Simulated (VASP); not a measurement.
Runs of VASP 6.6.1 on Si2GeC3. The structure is that of space group P4/mmm (No. 123), or close to it. The cells are those of the table. 

| task | cell | k mesh | cutoff (eV) | gap on the mesh (eV) | pressure (GPa) | relaxed volume (Å³/atom) | largest force (eV/Å) |
| --- | --- | --- | --- | --- | --- | --- | --- |
| single point | a = 2.808, b = 2.808, c = 8.804 Å, 6 atoms | 14 × 14 × 4 | 520 | none | (a) | - | 0.03 |
| relaxation of cell and atoms | relaxed from a = 3.025, b = 3.025, c = 9.045 Å, 6 atoms | 6 × 6 × 2 | 600 | - | 0.0 | 11.58 | 0.02 |
| relaxation of cell and atoms | relaxed from a = 2.807, b = 2.807, c = 8.856 Å, 6 atoms | 14 × 14 × 4 | 600 | - | 0.0 | 11.55 | 0.01 |
| single point | a = 2.807, b = 2.807, c = 8.856 Å, 6 atoms | 6 × 6 × 2 | 520 | none | -0.1 | - | 0.03 |

Alike in all rows: level PBE; potentials or basis VASP PAW PBE potentials, release 64 (Si, Ge_d, C); no spin polarisation; smearing gaussian 0.1 eV.

Q: Fill in the values left out.

A: (a) 0.1.

Caveats: some runs use coarse meshes; the bands computed are all filled at some k points, so no gap is given (some runs); the volume moved by over 15 % at a fixed basis, so the end points are rough (some runs).

A k mesh can miss the band edges, and the runs leave out spin-orbit coupling on Ge.

A gap of «none» marks levels without a gap at the run's occupations.
